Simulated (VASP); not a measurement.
# MgO (P6_3mc) in VASP: notebook

Aim: see how the results for MgO move with the level of theory and the settings. Levels: PBE, r2SCAN. Tasks: single point.

Program: VASP 6.6.1. These are calculated values, not measurements. Logs are shortened: lines on timing, memory, paths and dates and some standing lists are left out, and cuts for length are marked.

**1. The cell of the first run**

Symmetry: P6_3mc, No. 186, hexagonal system. The conventional cell has a = 3.255 Å, b = 3.255 Å, c = 5.106 Å, α = 90.00°, β = 90.00°, γ = 120.00°. Within 2.6 Å of Mg (site symmetry 3m) lie 4 O at 1.96 to 1.98 Å. O (site symmetry 3m) has 4 Mg at 1.96 to 1.98 Å within 2.6 Å.

**2. Single point, PBE (epitaxial xy strain -1.0%)**

The input, INCAR:

```
SYSTEM = MgO
ALGO     = Normal         ! electronic algorithm
EDIFF    = 1E-6           ! SCF threshold, eV
ENCUT    = 520            ! plane-wave cutoff, eV
GGA      = PE             ! functional
ISIF     = 2              ! what is computed and relaxed
ISMEAR   = -1             ! smearing method
LASPH    = .TRUE.         ! aspherical terms in the spheres
LCHARG   = .FALSE.        ! write CHGCAR
LREAL    = .FALSE.        ! projectors in reciprocal space
LWAVE    = .FALSE.        ! write WAVECAR
NBANDS   = 16             ! bands
NELM     = 100            ! most SCF steps
PREC     = Accurate       ! precision mode
SIGMA    = 0.02           ! smearing width, eV
```

The input, KPOINTS:

```
k-points
0
G
  12 12 6
  0 0 0
```

The input, POSCAR:

```
MgO
1.0
    3.2553350558      0.0000000000      0.0000000000
   -1.6276675279      2.8192028561      0.0000000000
    0.0000000000      0.0000000000      5.1059905300
Mg O
2 2
Direct
    0.3333333333      0.6666666667     -0.0066133739
    0.6666666667      0.3333333333      0.4933866261
    0.3333333333      0.6666666667      0.3816133739
    0.6666666667      0.3333333333      0.8816133739
```

Potentials or basis: VASP PAW PBE potentials, release 64 (Mg, O).

On the command line:

```console
$ cat potpaw_PBE.64/Mg/POTCAR potpaw_PBE.64/O/POTCAR > POTCAR
$ mpirun -np 1 vasp_std > vasp.out
```

OUTCAR:

```text
SYSTEM = MgO
   EDIFF = 1E-6
   ENCUT = 520
   GGA = PE
   ISIF = 2
   ISMEAR = -1
   LASPH = .TRUE.
   LREAL = .FALSE.
   NELM = 100
   PREC = Accurate

 ion  position               nearest neighbor table
   1  0.333  0.667  0.993-   4 1.96   4 1.96   4 1.96   3 1.98   2 3.17   2 3.17   2 3.17   2 3.17
                             2 3.17   2 3.17
   2  0.667  0.333  0.493-   3 1.96   3 1.96   3 1.96   4 1.98   1 3.17   1 3.17   1 3.17   1 3.17
                             1 3.17   1 3.17
   3  0.333  0.667  0.382-   2 1.96   2 1.96   2 1.96   1 1.98
   4  0.667  0.333  0.882-   1 1.96   1 1.96   1 1.96   2 1.98

  LATTYP: Found a hexagonal cell.
 ALAT       =     3.2553350558
 C/A-ratio  =     1.5684992305

  Lattice vectors:

 A1 = (   3.2553350558,   0.0000000000,   0.0000000000)
 A2 = (  -1.6276675279,   2.8192028561,   0.0000000000)
 A3 = (   0.0000000000,   0.0000000000,   5.1059905300)

Analysis of symmetry for initial positions (statically):
=====================================================================
 Subroutine PRICEL returns:
 Original cell was already a primitive cell.

 Routine SETGRP: Setting up the symmetry group for a
 hexagonal supercell.

 Subroutine GETGRP returns: Found 12 space group operations
 (whereof  6 operations were pure point group operations)
 out of a pool of 24 trial point group operations.

The static configuration has the point symmetry C_3v.
 The point group associated with its full space group is C_6v.

Analysis of symmetry for dynamics (positions and initial velocities):
=====================================================================
 Subroutine PRICEL returns:
 Original cell was already a primitive cell.

 Routine SETGRP: Setting up the symmetry group for a
 hexagonal supercell.

 Subroutine GETGRP returns: Found 12 space group operations
 (whereof  6 operations were pure point group operations)
 out of a pool of 24 trial point group operations.

The dynamic configuration has the point symmetry C_3v.
 The point group associated with its full space group is C_6v.

 Subroutine INISYM returns: Found 12 space group operations
 (whereof  6 operations are pure point group operations),
 and found     1 'primitive' translations

----------------------------------------------------------------------------------------

                                     Primitive cell

  volume of cell :      46.8600

  direct lattice vectors                    reciprocal lattice vectors
     3.255335056  0.000000000  0.000000000     0.307188041  0.177355098  0.000000000
[... 82 lines left out ...]
   ISTART =      0    job   : 0-new  1-cont  2-samecut
   ICHARG =      2    charge: 1-file 2-atom 10-const
   ISPIN  =      1    spin polarized calculation?
   LNONCOLLINEAR =      F non collinear calculations
   LSORBIT =      F    spin-orbit coupling
   LASPH  =      T    aspherical Exc in radial PAW
   ENCUT  =  520.0 eV  38.22 Ry    6.18 a.u.   6.05  6.05  9.49*2*pi/ulx,y,z
   NELM   =    100;   NELMIN=  2; NELMDL= -5     # of ELM steps
   EDIFF  = 0.1E-05   stopping-criterion for ELM
   LREAL  =      F    real-space projection
[... 7 lines left out ...]
   TEBEG  =    0.0;   TEEND  =   0.0 temperature during run
   PSTRESS=    0.0 pullay stress
   NELECT =      16.0000    total number of electrons
   NUPDOWN=      -1.0000    fix difference up-down
   EMIN   =  10.00;   EMAX   =-10.00  energy-range for DOS
   EFERMI =   0.00;   METHOD = LEGACY
   ISMEAR =    -1;   SIGMA  =   0.02  broadening in eV -4-tet -1-fermi 0-gaus
   EFERMI_NEDOS =   21; number of points for ismear=-14 and -15
   IALGO  =     38    algorithm
   IMIX   =      4    mixing-type and parameters
     AMIX     =   0.40;   BMIX     =  1.00
     AMIX_MAG =   1.60;   BMIX_MAG =  1.00
  volume/ion in A,a.u.               =      11.71        79.06
  Fermi-wavevector in a.u.,A,eV,Ry     =   1.144232  2.162285 17.813662  1.309267
  Thomas-Fermi vector in A             =   2.280925
   LORBIT       =      0    0 simple, 1 ext, 2 COOP (PROOUT), +10 PAW based schemes
   GGA     = PE    functional components
   LHFCALC =     F    Hartree Fock is set to
   AEXX    =    0.0000 exact exchange contribution
   IVDW    =     0    specifies the selected vdW correction
   LEPSILON=     F    determine dielectric tensor
   LRPA    =     F    only Hartree local field effects (RPA)
 non-spin polarized calculation
  energy-cutoff  :      520.00
  volume of cell :       46.86
 maximum number of plane-waves:      1284
   NGX = 13   NGY = 13   NGZ = 19

 number of electron      16.0000010 magnetization

 Free energy of the ion-electron system (eV)
  ---------------------------------------------------
  ext. energy  EPLUGINS =         0.00000000
  ---------------------------------------------------
  free energy    TOTEN  =       -23.50631699 eV

  energy without entropy =      -23.50631699  energy(sigma->0) =      -23.50631699

 E-fermi :   1.4362     XC(G=0):  -9.7729

 val. band max:        1.0371853447   @ k =   0.0000   0.0000   0.0000
 cond. band min:       4.6992724963   @ k =   0.0000   0.0000   0.0000
 fundamental gap:      3.6620871517
 Fermi energy:         1.4362408496

 k-point     1 :       0.0000    0.0000    0.0000
  band No.  band energies     occupation
      1     -15.1035      2.00000
      2     -14.3464      2.00000
      3      -2.1820      2.00000
      4       0.5167      2.00000
      5       0.5167      2.00000
      6       0.7910      2.00000
[... 433 lines left out ...]
      3      -1.6150      2.00000
      4      -1.1741      2.00000
      5      -0.5755      2.00000
      6       0.1308      2.00000
[... 8 lines left out ...]
     15      15.9127      0.00000
     16      17.1115      0.00000

 [... further k-points ...]
[... 5 lines left out ...]
  --------------------------------------------------------------------------------------
  -------------------------------------------------------------------------------------
  Total        1.5481747      1.5481747      1.0226041      0.0000000      0.0000000      0.0000000
  in kB       52.9332448     52.9332448     34.9635941      0.0000000      0.0000000      0.0000000
  external PRESSURE =      46.9433613 kB  Pullay stress =       0.0000000 kB

 VOLUME and BASIS-vectors are now :
 -----------------------------------------------------------------------------
  energy-cutoff  :      520.00
  volume of cell :       46.86
      direct lattice vectors                 reciprocal lattice vectors
     3.255335056  0.000000000  0.000000000     0.307188041  0.177355098  0.000000000
    -1.627667528  2.819202856  0.000000000     0.000000000  0.354710197  0.000000000
     0.000000000  0.000000000  5.105990530     0.000000000  0.000000000  0.195848385

 POSITION                                       TOTAL-FORCE (eV/Angst)
 -----------------------------------------------------------------------------------
     -0.00000      1.87947      5.07222        -0.000000     -0.000000     -0.004970
      1.62767      0.93973      2.51923         0.000000     -0.000000     -0.004970
     -0.00000      1.87947      1.94851        -0.000000     -0.000000      0.004970
      1.62767      0.93973      4.50151         0.000000      0.000000      0.004970
 -----------------------------------------------------------------------------------
    total drift:                               -0.000000      0.000000      0.002976

  FREE ENERGIE OF THE ION-ELECTRON SYSTEM (eV)
  ---------------------------------------------------
  free  energy   TOTEN  =       -23.5063169901 eV

  energy  without entropy=      -23.5063169901  energy(sigma->0) =      -23.50631699
```

OSZICAR:

```text
N       E                     dE             d eps       ncg     rms          rms(c)
DAV:   1     0.584053295586E+02    0.58405E+02   -0.75209E+03  2440   0.883E+02
DAV:   2    -0.239377303582E+02   -0.82343E+02   -0.75925E+02  3376   0.193E+02
DAV:   3    -0.277994726198E+02   -0.38617E+01   -0.38553E+01  2736   0.433E+01
DAV:   4    -0.278149055565E+02   -0.15433E-01   -0.15433E-01  3000   0.323E+00
DAV:   5    -0.278149825910E+02   -0.77035E-04   -0.77034E-04  2848   0.219E-01    0.118E+01
DAV:   6    -0.235571476556E+02    0.42578E+01   -0.12310E+01  2432   0.263E+01    0.384E+00
DAV:   7    -0.235117939586E+02    0.45354E-01   -0.16372E-01  2456   0.323E+00    0.220E+00
DAV:   8    -0.235079438233E+02    0.38501E-02   -0.93414E-02  2568   0.335E+00    0.499E-01
DAV:   9    -0.235055828136E+02    0.23610E-02   -0.29435E-03  3032   0.497E-01    0.179E-01
DAV:  10    -0.235062956358E+02   -0.71282E-03   -0.16066E-03  2472   0.261E-01    0.303E-02
DAV:  11    -0.235063167095E+02   -0.21074E-04   -0.14655E-05  2880   0.275E-02    0.190E-02
DAV:  12    -0.235063169901E+02   -0.28065E-06   -0.87913E-06  2456   0.254E-02
   1 F= -.23506317E+02 E0= -.23506317E+02  d E =-.853790E-11
```

Run time: 40 s. Hardware: 1 thread of Intel Xeon Platinum 8259CL at 2.50GHz (Skylake/Cascade Lake), shared host; peak memory 0.19 GiB.

What came out:

```yaml
Free_energy: -23.5063 eV
Pressure: 4.7 GPa
Largest_force: 0.005 eV/Å
Band_gap_on_the_k_mesh: 3.66 eV, direct
```

Forces in eV/Å, atoms in the order of the input:
```
Mg   0.000  0.000 -0.005
Mg   0.000  0.000 -0.005
O    0.000  0.000  0.005
O    0.000  0.000  0.005
```

Levels at points of the mesh, in eV from the valence-band top:
```csv
k point,band 5,band 6,band 7,band 8,band 9,band 10,band 11,band 12
"(0.00, 0.00, 0.00)",-0.52,-0.25,-0.25,0.00,3.66,8.69,10.28,14.63
"(0.50, 0.00, 0.00)",-1.63,-1.06,-0.73,-0.38,8.04,8.09,9.42,10.88
"(0.00, 0.00, 0.50)",-0.39,-0.39,-0.39,-0.39,6.11,6.11,13.17,13.17
"(0.50, 0.00, 0.50)",-0.74,-0.74,-0.66,-0.66,7.52,7.52,11.00,11.00
```

Caveat: the cell differs from its parent crystal (epitaxial xy strain -1.0%). A k mesh can miss the band edges.

**3. Single point, PBE (epitaxial xy strain +1.0%)**

The input, INCAR:

```
PREC = Accurate
ENCUT = 520
EDIFF = 1E-6
ISMEAR = -1
SIGMA = 0.02
LREAL = False
LASPH = True
NELM = 100
ALGO = Normal
ISIF = 2
LWAVE = False
LCHARG = True
GGA = PE
LELF = True
LVHAR = True
NBANDS = 16
```

The input, KPOINTS:

```
regular mesh
0
Gamma
  12 12 6
```

The input, POSCAR:

```
MgO
1.0
    3.3210994004      0.0000000000      0.0000000000
   -1.6605497002      2.8761564492      0.0000000000
    0.0000000000      0.0000000000      4.9338488476
Mg O
2 2
Direct
    0.3333333333      0.6666666667     -0.0145219940
    0.6666666667      0.3333333333      0.4854780060
    0.3333333333      0.6666666667      0.3895219940
    0.6666666667      0.3333333333      0.8895219940
```

Potentials or basis: VASP PAW PBE potentials, release 64 (Mg, O).

On the command line:

```console
$ cat potpaw_PBE.64/Mg/POTCAR potpaw_PBE.64/O/POTCAR > POTCAR
$ mpirun -np 1 vasp_std > vasp.out
```

Run time: 55 s. Hardware: 1 thread of Intel Xeon Platinum 8259CL at 2.50GHz (Skylake/Cascade Lake), shared host; peak memory 0.21 GiB.

It converged, with:

```
Free energy            : -23.5170 eV
Pressure               : 2.8 GPa
Largest force          : 0.020 eV/Å
Band gap on the k mesh : 3.42 eV, direct
```

Forces in eV/Å, atoms in the order of the input:
```
Mg   0.000  0.000 -0.020
Mg   0.000  0.000 -0.020
O    0.000  0.000  0.020
O    0.000  0.000  0.020
```

Stress tensor (GPa, compression positive):
```
2.55 0.00 0.00
0.00 2.55 0.00
0.00 0.00 3.44
```

Levels at points of the mesh, in eV from the valence-band top:
| k point | band 4 | band 5 | band 6 | band 7 | band 8 | band 9 | band 10 | band 11 | band 12 | band 13 |
| --- | --- | --- | --- | --- | --- | --- | --- | --- | --- | --- |
| (0.00, 0.00, 0.00) | -0.87 | -0.87 | -0.50 | -0.50 | 0.00 | 3.42 | 8.50 | 10.41 | 13.93 | 13.93 |
| (0.50, 0.00, 0.00) | -2.22 | -1.81 | -1.40 | -0.87 | -0.56 | 7.68 | 8.10 | 9.20 | 10.75 | 12.85 |
| (0.00, 0.00, 0.50) | -2.05 | -0.69 | -0.69 | -0.69 | -0.69 | 5.97 | 5.97 | 13.28 | 13.28 | 14.41 |
| (0.50, 0.00, 0.50) | -3.21 | -1.01 | -1.01 | -0.74 | -0.74 | 7.34 | 7.34 | 10.79 | 10.79 | 13.64 |

Caveat: the cell differs from its parent crystal (epitaxial xy strain +1.0%). A k mesh can miss the band edges.

**4. Single point, r2SCAN (epitaxial xy strain -4.0%)**

The input, POSCAR:

```
MgO
1.0
    3.1566885389      0.0000000000      0.0000000000
   -1.5783442695      2.7337724665      0.0000000000
    0.0000000000      0.0000000000      5.2643910538
Mg O
2 2
Direct
    0.3333333333      0.6666666667      0.0006739414
    0.6666666667      0.3333333333      0.5006739414
    0.3333333333      0.6666666667      0.3743260586
    0.6666666667      0.3333333333      0.8743260586
```

The input, INCAR.step1:

```
  PREC = Accurate
  ENCUT = 520
  ISMEAR = 0
  SIGMA = 0.01
  LREAL = False
  LASPH = True
  NELM = 80
  NBANDS = 16
  GGA = PE
  ALGO = Normal
  EDIFF = 1E-4
  LWAVE = True
  LCHARG = False
```

The input, INCAR.step2:

```
  PREC = Accurate
  ENCUT = 520
  EDIFF = 1E-7
  ISMEAR = 0
  SIGMA = 0.01
  LREAL = False
  LASPH = True
  NELM = 80
  ALGO = Normal
  ISIF = 2
  LWAVE = False
  LCHARG = False
  METAGGA = R2SCAN
  LMIXTAU = True
  NBANDS = 16
  ISTART = 1
```

KPOINTS is that of step 3.

On the command line:

```console
$ cat potpaw_PBE.64/Mg/POTCAR potpaw_PBE.64/O/POTCAR > POTCAR
$ cp INCAR.step1 INCAR
$ mpirun -np 1 vasp_std > vasp.out
$ cp INCAR.step2 INCAR
$ mpirun -np 1 vasp_std > vasp.out
```

It took 2.8 min on 1 thread of Intel Xeon Platinum 8259CL at 2.50GHz (Skylake/Cascade Lake), shared host; peak memory 0.2 GiB.

The run converged. Its results:

```yaml
Free_energy: -31.7627 eV
Pressure: 5.5 GPa
Band_gap_on_the_k_mesh: 4.63 eV, direct
```

Stress tensor (GPa, compression positive):
```
 8.56  0.00  0.00
 0.00  8.56  0.00
 0.00  0.00 -0.55
```

Levels at points of the mesh, in eV from the valence-band top:
| k point | band 5 | band 6 | band 7 | band 8 | band 9 | band 10 | band 11 | band 12 |
| --- | --- | --- | --- | --- | --- | --- | --- | --- |
| (0.00, 0.00, 0.00) | -0.19 | -0.10 | 0.00 | 0.00 | 4.63 | 9.94 | 11.11 | 16.53 |
| (0.50, 0.00, 0.00) | -1.55 | -0.76 | -0.68 | -0.22 | 8.75 | 9.18 | 10.68 | 12.04 |
| (0.00, 0.00, 0.50) | -0.10 | -0.10 | -0.10 | -0.10 | 7.06 | 7.06 | 14.16 | 14.16 |
| (0.50, 0.00, 0.50) | -0.67 | -0.67 | -0.50 | -0.50 | 8.43 | 8.43 | 12.30 | 12.30 |

Caveat: the cell differs from its parent crystal (epitaxial xy strain -4.0%); the PAW data sets were made with another functional, which shifts forces and pressure a little. A k mesh can miss the band edges.

**5. Overview**

```csv
level,cell,smearing,gap on the mesh (eV),pressure (GPa)
PBE,"a = 3.255, b = 3.255, c = 5.106 Å, angles 90.0, 90.0, 120.0°, 4 atoms",fermi-dirac 0.02 eV,3.66,4.7
PBE,"a = 3.321, b = 3.321, c = 4.934 Å, angles 90.0, 90.0, 120.0°, 4 atoms",fermi-dirac 0.02 eV,3.42,2.8
r2SCAN,"a = 3.157, b = 3.157, c = 5.264 Å, angles 90.0, 90.0, 120.0°, 4 atoms",gaussian 0.01 eV,4.63,5.5
```

Alike in all rows: task single point; potentials or basis VASP PAW PBE potentials, release 64 (Mg, O); no spin polarisation; k mesh 12 × 12 × 6; cutoff (eV) 520.

Caveats: the PAW data sets were made with another functional, which shifts forces and pressure a little (some runs).

Absolute energies hang on the potentials; compare differences alone.
